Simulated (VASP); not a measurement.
# La3F (Fm-3m) in VASP: single point with PBE

Aim: the single point of La3F with PBE.

Everything below comes from runs of VASP 6.6.1. Logs are shortened: lines on timing, memory, paths and dates and some standing lists are left out, and cuts for length are marked.

### Step 1. The cell of the first run

The structure is cubic, space group Fm-3m (No. 225). The conventional cell has a = 7.524 Å, b = 7.524 Å, c = 7.524 Å, α = 90.00°, β = 90.00°, γ = 90.00°. La (site symmetry -43m) has 10 La at 3.26 to 3.76 Å and 4 F at 3.26 Å within 4.3 Å. Within 4.3 Å of La (site symmetry m-3m) lie 8 La at 3.26 Å and 6 F at 3.76 Å. Within 4.3 Å of F (site symmetry m-3m) lie 14 La at 3.26 to 3.76 Å.

### Step 2. Single point, PBE

Contents of INCAR:

```
PREC = Accurate ; ENCUT = 520
EDIFF = 1E-7 ; ISMEAR = 0
SIGMA = 0.1 ; LREAL = F
LASPH = T ; NELM = 100
ALGO = Normal ; ISIF = 2
LWAVE = F ; LCHARG = F
GGA = PE ; NBANDS = 28
```

Contents of KPOINTS:

```
regular mesh
0
Gamma
  4 4 4
```

Contents of POSCAR:

```
La3F
1.0
    0.0000000000      3.7618496500      3.7618496500
    3.7618496500      0.0000000000      3.7618496500
    3.7618496500      3.7618496500      0.0000000000
La F
3 1
Direct
    0.2500000000      0.2500000000      0.2500000000
    0.7500000000      0.7500000000      0.7500000000
    0.5000000000      0.5000000000      0.5000000000
    0.0000000000      0.0000000000      0.0000000000
```

Potentials or basis: VASP PAW PBE potentials, release 64 (La, F).

Launch:

```sh
$ cat potpaw_PBE.64/La/POTCAR potpaw_PBE.64/F/POTCAR > POTCAR
$ mpirun -np 1 vasp_std > vasp.out
```

OUTCAR:

```text
PREC = Accurate
   ENCUT = 520
   EDIFF = 1E-7
   ISMEAR = 0
   LREAL = F
   LASPH = T
   NELM = 100
   ISIF = 2
   GGA = PE

 ion  position               nearest neighbor table
   1  0.250  0.250  0.250-   3 3.26   3 3.26   3 3.26   3 3.26
   2  0.750  0.750  0.750-   3 3.26   3 3.26   3 3.26   3 3.26
   3  0.500  0.500  0.500-   1 3.26   1 3.26   1 3.26   2 3.26   2 3.26   2 3.26   2 3.26   1 3.26

   4  0.000  0.000  0.000-

  LATTYP: Found a face centered cubic cell.
 ALAT       =     7.5236993000

  Lattice vectors:

 A1 = (   0.0000000000,   3.7618496500,   3.7618496500)
 A2 = (   3.7618496500,   0.0000000000,   3.7618496500)
 A3 = (   3.7618496500,   3.7618496500,   0.0000000000)

Analysis of symmetry for initial positions (statically):
=====================================================================
 Subroutine PRICEL returns:
 Original cell was already a primitive cell.

 Routine SETGRP: Setting up the symmetry group for a
 face centered cubic supercell.

 Subroutine GETGRP returns: Found 48 space group operations
 (whereof 48 operations were pure point group operations)
 out of a pool of 48 trial point group operations.

The static configuration has the point symmetry O_h .

Analysis of symmetry for dynamics (positions and initial velocities):
=====================================================================
 Subroutine PRICEL returns:
 Original cell was already a primitive cell.

 Routine SETGRP: Setting up the symmetry group for a
 face centered cubic supercell.

 Subroutine GETGRP returns: Found 48 space group operations
 (whereof 48 operations were pure point group operations)
 out of a pool of 48 trial point group operations.

The dynamic configuration has the point symmetry O_h .

 Subroutine INISYM returns: Found 48 space group operations
 (whereof 48 operations are pure point group operations),
 and found     1 'primitive' translations

----------------------------------------------------------------------------------------

                                     Primitive cell

  volume of cell :     106.4717

  direct lattice vectors                    reciprocal lattice vectors
     0.000000000  3.761849650  3.761849650    -0.132913340  0.132913340  0.132913340
     3.761849650  0.000000000  3.761849650     0.132913340 -0.132913340  0.132913340
     3.761849650  3.761849650  0.000000000     0.132913340  0.132913340 -0.132913340

  length of vectors
     5.320058795  5.320058795  5.320058795     0.230212657  0.230212657  0.230212657

  position of ions in fractional coordinates (direct lattice)
     0.250000000  0.250000000  0.250000000
     0.750000000  0.750000000  0.750000000
     0.500000000  0.500000000  0.500000000
     0.000000000  0.000000000  0.000000000

  ion indices of the primitive-cell ions
   primitive index   ion index
                 1           1
                 2           2
                 3           3
                 4           4

----------------------------------------------------------------------------------------

 KPOINTS: regular mesh

Automatic generation of k-mesh.
 Grid dimensions read from file:
 generate k-points for:    4    4    4

 Generating k-lattice:

  Cartesian coordinates                     Fractional coordinates (reciprocal lattice)
    -0.033228335  0.033228335  0.033228335     0.250000000  0.000000000  0.000000000
     0.033228335 -0.033228335  0.033228335     0.000000000  0.250000000  0.000000000
     0.033228335  0.033228335 -0.033228335     0.000000000  0.000000000  0.250000000

  Length of vectors
     0.057553164  0.057553164  0.057553164

  Shift w.r.t. Gamma in fractional coordinates (k-lattice)
     0.000000000  0.000000000  0.000000000

 Subroutine IBZKPT returns following result:
 ===========================================

 Found      8 irreducible k-points:

 Following reciprocal coordinates:
            Coordinates               Weight
  0.000000  0.000000  0.000000      1.000000
  0.250000  0.000000  0.000000      8.000000
  0.500000  0.000000  0.000000      4.000000
  0.250000  0.250000  0.000000      6.000000
  0.500000  0.250000  0.000000     24.000000
 -0.250000  0.250000  0.000000     12.000000
  0.500000  0.500000  0.000000      3.000000
 -0.250000  0.500000  0.250000      6.000000
   k-points           NKPTS =      8   k-points in BZ     NKDIM =      8   number of bands    NBANDS=     28
   number of dos      NEDOS =    301   number of ions     NIONS =      4
   total plane-waves  NPLWV =  64000
   dimension x,y,z NGX =    40 NGY =   40 NGZ =   40
   dimension x,y,z NGXF=    80 NGYF=   80 NGZF=   80
   ions per type =               3   1
   NGX,Y,Z   is equivalent  to a cutoff of  12.50, 12.50, 12.50 a.u.
   NGXF,Y,Z  is equivalent  to a cutoff of  25.00, 25.00, 25.00 a.u.
 SYSTEM =  unknown system
   PREC   = accura    normal or accurate (medium, high low for compatibility)
   ISTART =      0    job   : 0-new  1-cont  2-samecut
   ICHARG =      2    charge: 1-file 2-atom 10-const
   ISPIN  =      1    spin polarized calculation?
   LNONCOLLINEAR =      F non collinear calculations
   LSORBIT =      F    spin-orbit coupling
   LASPH  =      T    aspherical Exc in radial PAW
   ENCUT  =  520.0 eV  38.22 Ry    6.18 a.u.   9.89  9.89  9.89*2*pi/ulx,y,z
   NELM   =    100;   NELMIN=  2; NELMDL= -5     # of ELM steps
   EDIFF  = 0.1E-06   stopping-criterion for ELM
   LREAL  =      F    real-space projection
   EDIFFG = 0.1E-05   stopping-criterion for IOM
   NSW    =      0    number of steps for IOM
   IBRION =     -1    ionic relax: 0-MD 1-quasi-New 2-CG
   NFREE  =      0    steps in history (QN), initial steepest desc. (CG)
   ISIF   =      2    stress and relaxation
   ISYM   =      2    0-nonsym 1-usesym 2-fastsym
   POTIM  = 0.5000    time-step for ionic-motion
   TEBEG  =    0.0;   TEEND  =   0.0 temperature during run
   PSTRESS=    0.0 pullay stress
   NELECT =      40.0000    total number of electrons
   NUPDOWN=      -1.0000    fix difference up-down
   EMIN   =  10.00;   EMAX   =-10.00  energy-range for DOS
   EFERMI =   0.00;   METHOD = LEGACY
   ISMEAR =     0;   SIGMA  =   0.10  broadening in eV -4-tet -1-fermi 0-gaus
   EFERMI_NEDOS =   21; number of points for ismear=-14 and -15
   IALGO  =     38    algorithm
   IMIX   =      4    mixing-type and parameters
     AMIX     =   0.40;   BMIX     =  1.00
     AMIX_MAG =   1.60;   BMIX_MAG =  1.00
  volume/ion in A,a.u.               =      26.62       179.63
  Fermi-wavevector in a.u.,A,eV,Ry     =   1.181272  2.232281 18.985631  1.395405
  Thomas-Fermi vector in A             =   2.317549
   LORBIT       =      0    0 simple, 1 ext, 2 COOP (PROOUT), +10 PAW based schemes
   GGA     = PE    functional components
   LHFCALC =     F    Hartree Fock is set to
   AEXX    =    0.0000 exact exchange contribution
   IVDW    =     0    specifies the selected vdW correction
   LEPSILON=     F    determine dielectric tensor
   LRPA    =     F    only Hartree local field effects (RPA)
 non-spin polarized calculation
 Gauss-broadening in eV      SIGMA  =   0.10
  energy-cutoff  :      520.00
  volume of cell :      106.47
 maximum number of plane-waves:      2884
   NGX = 19   NGY = 19   NGZ = 19

 number of electron      40.0000010 magnetization

 Free energy of the ion-electron system (eV)
  ---------------------------------------------------
  ext. energy  EPLUGINS =         0.00000000
  ---------------------------------------------------
  free energy    TOTEN  =       -17.57800108 eV

  energy without entropy =      -17.52848469  energy(sigma->0) =      -17.55324289

 E-fermi :   8.5812     XC(G=0): -10.0393

 val. band max:        8.5549464764   @ k =   0.5000   0.5000   0.0000
 cond. band min:       8.6189688439   @ k =   0.5000   0.2500   0.0000
 fundamental gap:      0.0640223676
 Fermi energy:         8.5812476780

 k-point     1 :       0.0000    0.0000    0.0000
  band No.  band energies     occupation
      1     -24.4106      2.00000
      2     -23.9360      2.00000
      3     -23.5382      2.00000
      4     -14.1666      2.00000
      5      -8.4450      2.00000
      6      -8.4450      2.00000
[... 20 lines left out ...]
     27      10.2849      0.00000
     28      10.3566      0.00000

 k-point     2 :       0.2500    0.0000    0.0000
  band No.  band energies     occupation
      1     -24.3176      2.00000
      2     -23.9661      2.00000
      3     -23.6142      2.00000
      4     -14.1740      2.00000
      5      -8.6793      2.00000
      6      -8.6496      2.00000
[... 20 lines left out ...]
     27      10.3371      0.00000
     28      10.4915      0.00000

 k-point     3 :       0.5000    0.0000    0.0000
  band No.  band energies     occupation
      1     -24.1645      2.00000
      2     -24.0396      2.00000
      3     -23.7068      2.00000
      4     -14.1819      2.00000
      5      -8.7633      2.00000
      6      -8.7633      2.00000
[... 20 lines left out ...]
     27      10.2783      0.00000
     28      10.3265      0.00000

 k-point     4 :       0.2500    0.2500    0.0000
  band No.  band energies     occupation
      1     -24.2858      2.00000
      2     -23.9688      2.00000
      3     -23.6471      2.00000
      4     -14.1760      2.00000
      5      -8.8870      2.00000
      6      -8.8870      2.00000
[... 20 lines left out ...]
     27      10.4257      0.00000
     28      10.5312      0.00000

 k-point     5 :       0.5000    0.2500    0.0000
  band No.  band energies     occupation
      1     -24.1298      2.00000
      2     -24.0184      2.00000
      3     -23.7664      2.00000
      4     -14.1840      2.00000
      5      -8.9692      2.00000
      6      -8.9196      2.00000
[... 20 lines left out ...]
     27      10.1554      0.00000
     28      10.4071      0.00000

 k-point     6 :      -0.2500    0.2500    0.0000
  band No.  band energies     occupation
      1     -24.1897      2.00000
      2     -24.0033      2.00000
      3     -23.7176      2.00000
      4     -14.1816      2.00000
      5      -8.8307      2.00000
      6      -8.7835      2.00000
[... 20 lines left out ...]
     27      10.2309      0.00000
     28      10.3672      0.00000

 k-point     7 :       0.5000    0.5000    0.0000
  band No.  band energies     occupation
      1     -24.0729      2.00000
      2     -24.0012      2.00000
      3     -23.8440      2.00000
      4     -14.1856      2.00000
      5      -9.1163      2.00000
      6      -9.1163      2.00000
[... 20 lines left out ...]
     27      10.3648      0.00000
     28      10.4140      0.00000

 k-point     8 :      -0.2500    0.5000    0.2500
  band No.  band energies     occupation
      1     -24.0373      2.00000
      2     -24.0373      2.00000
      3     -23.8440      2.00000
      4     -14.1867      2.00000
      5      -9.1107      2.00000
      6      -8.6421      2.00000
[... 20 lines left out ...]
     27      10.4499      0.00000
     28      10.4515      0.00000

------------------------ aborting loop because EDIFF is reached ----------------------------------------

  FORCE on cell =-STRESS in cart. coord.  units (eV):
  Direction    XX          YY          ZZ          XY          YZ          ZX
  --------------------------------------------------------------------------------------
  -------------------------------------------------------------------------------------
  Total        0.5791123      0.5791123      0.5791123      0.0000000     -0.0000000      0.0000000
  in kB        8.7144316      8.7144316      8.7144316      0.0000000     -0.0000000      0.0000000
  external PRESSURE =       8.7144316 kB  Pullay stress =       0.0000000 kB

 VOLUME and BASIS-vectors are now :
 -----------------------------------------------------------------------------
  energy-cutoff  :      520.00
  volume of cell :      106.47
      direct lattice vectors                 reciprocal lattice vectors
     0.000000000  3.761849650  3.761849650    -0.132913340  0.132913340  0.132913340
     3.761849650  0.000000000  3.761849650     0.132913340 -0.132913340  0.132913340
     3.761849650  3.761849650  0.000000000     0.132913340  0.132913340 -0.132913340

 POSITION                                       TOTAL-FORCE (eV/Angst)
 -----------------------------------------------------------------------------------
      1.88092      1.88092      1.88092         0.000000      0.000000      0.000000
      5.64277      5.64277      5.64277        -0.000000     -0.000000      0.000000
      3.76185      3.76185      3.76185         0.000000     -0.000000     -0.000000
      0.00000      0.00000      0.00000         0.000000     -0.000000     -0.000000
 -----------------------------------------------------------------------------------
    total drift:                               -0.000000      0.000000      0.000000

  FREE ENERGIE OF THE ION-ELECTRON SYSTEM (eV)
  ---------------------------------------------------
  free  energy   TOTEN  =       -17.5780010825 eV

  energy  without entropy=      -17.5284846904  energy(sigma->0) =      -17.55324289
```

Run time: 44 s. Hardware: 1 thread of Intel Xeon Platinum 8488C (Sapphire Rapids), shared host; peak memory 0.25 GiB.

What came out:

```yaml
Free_energy: -17.5780 eV
Pressure: 0.9 GPa
Band_gap_on_the_k_mesh: zero (band 20 reaches 9.99 eV, above the bottom of band 21 at 8.55 eV)
```

Caveat: the k points lie up to 0.36 Å⁻¹ apart; spin-orbit coupling is left out, which moves the levels of the heavy elements.
